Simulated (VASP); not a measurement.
**Se: relaxation of cell and atoms with PBEsol**

The system is Se.

```
Se
1.0
     4.03845    0.00000    0.00000
    -2.01923    3.49740    0.00000
     0.00000    0.00000    5.12065
Se
3
Direct
  0.24873 0.00000 0.33333
  0.00000 0.24873 0.66667
  0.75127 0.75127 0.00000
```

* Program: VASP 6.6.1
* Task: relaxation of cell and atoms
* Functional: PBEsol
* Potentials or basis: VASP PAW PBE potentials, release 64 (Se)
* Cutoff: 600 eV
* k mesh: 12 × 12 × 8
* Occupations: gaussian, width 0.02 eV
* Spin: no spin polarisation
* Dipole correction: no
* Further INCAR settings: ALGO = Normal; EDIFF = 1e-07; IBRION = 2; EDIFFG = -0.002; NSW = 100; ISIF = 3

```
Energy gained by relaxing : 0.1 meV/atom
Ionic steps               : 17
Pressure after relaxing   : 0.0 GPa
Band gap on the k mesh    : 0.43 eV, direct
```

The path:
```tsv
step	energy change (eV)	largest force (eV/Å)	pressure (GPa)	volume (Å³)
1	0.0000	0.0308	0.18	72.32
2	0.0000	0.0134	-0.18	72.61
3	-0.0001	0.0065	-0.02	72.48
4	-0.0001	0.0060	-0.01	72.48
5	-0.0001	0.0037	-0.10	72.55
6	-0.0001	0.0055	-0.02	72.49
7	-0.0001	0.0044	-0.02	72.46
8	-0.0002	0.0011	-0.01	72.40
9	-0.0002	0.0052	0.00	72.27
10	-0.0002	0.0020	-0.01	72.34
11	-0.0002	0.0013	0.01	72.31
12	-0.0002	0.0010	0.02	72.31
13	-0.0002	0.0003	0.01	72.32
14	-0.0002	0.0007	0.00	72.32
15	-0.0002	0.0009	0.01	72.31
16	-0.0002	0.0010	0.01	72.31
17	-0.0002	0.0002	0.00	72.32
```

Final structure:
```cif
data_structure
_symmetry_space_group_name_H-M 'P 1'
_symmetry_Int_Tables_number 1
_cell_length_a 4.0355
_cell_length_b 4.0355
_cell_length_c 5.1277
_cell_angle_alpha 90.000
_cell_angle_beta 90.000
_cell_angle_gamma 120.000
_cell_volume 72.32
loop_
_atom_site_label
_atom_site_type_symbol
_atom_site_fract_x
_atom_site_fract_y
_atom_site_fract_z
_atom_site_occupancy
Se1 Se 0.24945 0.00000 0.33333 1
Se2 Se 0.00000 0.24945 0.66667 1
Se3 Se 0.75055 0.75055 0.00000 1
```

Levels at points of the mesh, in eV from the valence-band top:
| k point | band 6 | band 7 | band 8 | band 9 | band 10 | band 11 | band 12 | band 13 |
| --- | --- | --- | --- | --- | --- | --- | --- | --- |
| (0.00, 0.00, 0.00) | -3.45 | -1.91 | -1.91 | -0.57 | 1.41 | 1.41 | 2.02 | 6.25 |
| (0.50, 0.00, 0.00) | -3.88 | -3.68 | -1.48 | -0.99 | 1.39 | 1.63 | 4.23 | 4.29 |
| (0.00, 0.00, 0.50) | -3.12 | -1.41 | -1.36 | -1.36 | 0.86 | 0.86 | 0.87 | 5.49 |
| (0.50, 0.00, 0.50) | -4.29 | -2.51 | -2.02 | -0.11 | 1.25 | 2.47 | 2.96 | 5.87 |

It took 20 min on 1 thread of AMD EPYC 7R13, with other jobs on the host, peak memory 0.26 GiB.

Caveat: the PAW data sets were made with another functional, which shifts forces and pressure a little. A hybrid or GW would open this gap; PBEsol tends to underestimate it.
